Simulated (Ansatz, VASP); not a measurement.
Two plane-wave programs on WS2

The input INCAR:

```
  PREC = Accurate
  ENCUT = 520
  EDIFF = 1E-6
  ISMEAR = 0
  SIGMA = 0.05
  LREAL = F
  LASPH = T
  NELM = 80
  ALGO = Normal
  ISIF = 2
  LWAVE = F
  LCHARG = T
  GGA = PE
  IVDW = 12
  LELF = T
  LVHAR = T
  NBANDS = 35
```

KPOINTS

```
Automatic mesh
0
Gamma
  12 12 4
```

POSCAR

```
WS2
1.0
    2.9018696885      0.0000000000      0.0000000000
   -1.4509348443      2.5130928687      0.0000000000
    0.0000000000      0.0000000000     11.1687164036
W S
2 4
Direct
    0.3333333333      0.6666666667      0.2500000000
    0.6666666667      0.3333333333      0.7500000000
    0.3333333333      0.6666666667      0.6202874207
    0.6666666667      0.3333333333      0.1202874207
    0.3333333333      0.6666666667      0.8797125793
    0.6666666667      0.3333333333      0.3797125793
```

Input for Ansatz:

```yaml
crystal:
  lattice:
    - [2.9018696885, 0.0, 0.0]
    - [-1.4509348443, 2.5130928687, 0.0]
    - [0.0, 0.0, 11.1687164036]
  atoms:
    - { symbol: W, position: [0.3333333333, 0.6666666667, 0.25] }
    - { symbol: W, position: [0.6666666667, 0.3333333333, 0.75] }
    - { symbol: S, position: [0.3333333333, 0.6666666667, 0.6202874207] }
    - { symbol: S, position: [0.6666666667, 0.3333333333, 0.1202874207] }
    - { symbol: S, position: [0.3333333333, 0.6666666667, 0.8797125793] }
    - { symbol: S, position: [0.6666666667, 0.3333333333, 0.3797125793] }
basis:
  ecutwfc: 420
kpoints:
  mp_grid: { grid: [12, 12, 4] }
hamiltonian:
  xc: pbe
  dispersion: d3bj
scf:
  occupations: { method: gaussian, width: 0.05 }
output:
  forces: true
  stress: true
  eigenvalues: true
```

Change from the starting cell: strain -0.080 along x and y, -0.080 along z, atoms carried along.

Alike in both runs: task single point; functional PBE; dispersion D3(BJ); k mesh 12 × 12 × 4; occupations gaussian, width 0.05 eV; no spin polarisation.

```csv
,VASP,Ansatz
version,VASP 6.6.1,Ansatz 0.2.0
potentials or method,"VASP PAW PBE potentials, release 64 (W_sv, S), cutoff 520 eV","scalar-relativistic, plane waves, PAW"
valence electrons in the cell,52,52
```

|  | VASP | Ansatz | Ansatz less VASP |
| --- | --- | --- | --- |
| gap on the k mesh at the Fermi level (eV) | 0.44 | 0.41 | -0.028 |
| least direct gap on the mesh (eV) | 2.33 | 2.34 | +0.005 |
| pressure (GPa) | 72.4 | 72.3 | -0.03 |
| traceless stress, the component that is largest in VASP (GPa) | 4.33 | 4.43 | +0.108 |
| rms of the force components (eV/Å) | 2.917 | 2.920 | +0.0027 |

Atom by atom the forces differ by 0.003 eV/Å (rms over components). Both programs put the cell under a high pressure, so it lies far from rest at this level.

Neither program's run includes spin-orbit coupling. Noted on VASP's run: the cell as given lies far from equilibrium.
